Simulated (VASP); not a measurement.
Runs of VASP 6.6.1 on TaTe. The structure is that of space group Fm-3m (No. 225), or close to it. The cells are those of the table. 

| level | spin | cell | k mesh | gap on the mesh (eV) | pressure (GPa) | moment (μB) |
| --- | --- | --- | --- | --- | --- | --- |
| PBE | collinear, ferromagnetic start | a = 4.025 Å, angles 60.0°, 2 atoms | 6 × 6 × 6 | none | 0.0 | (b) |
| PBE | collinear, ferromagnetic start | a = 4.087 Å, angles 60.0°, 2 atoms | 6 × 6 × 6 | none | -4.4 | 0.37 |
| r2SCAN | off | a = 4.072 Å, angles 60.0°, 2 atoms | 10 × 10 × 10 | none | -4.8 | - |
| r2SCAN | collinear, ferromagnetic start | a = 4.031 Å, angles 60.0°, 2 atoms | 10 × 10 × 10 | none | -1.6 | 0.26 |
| PBE | collinear, ferromagnetic start | a = 4.046 Å, angles 60.0°, 2 atoms | 6 × 6 × 6 | none | -1.6 | 0.34 |
| r2SCAN | collinear, ferromagnetic start | a = 4.025 Å, angles 60.0°, 2 atoms | 10 × 10 × 10 | none | -1.2 | 0.20 |
| r2SCAN | collinear, ferromagnetic start | a = 4.097 Å, angles 60.0°, 2 atoms | 10 × 10 × 10 | none | -6.5 | (a) |
| r2SCAN | collinear, ferromagnetic start | a = 4.061 Å, angles 60.0°, 2 atoms | 10 × 10 × 10 | none | -4.0 | 0.01 |

Alike in all rows: task single point; potentials or basis VASP PAW PBE potentials, release 64 (Ta_pv, Te); cutoff (eV) 520; smearing gaussian 0.05 eV.

Question: Fill in the values left out.

Answer: (a) 0.00; (b) 0.32.

Caveats: spin-orbit coupling is left out, which moves the levels of the heavy elements; the PAW data sets were made with another functional, which shifts forces and pressure a little (some runs).

A k mesh can miss the band edges, and the runs leave out spin-orbit coupling on Ta, Te.

A gap of «none» marks levels without a gap at the run's occupations.
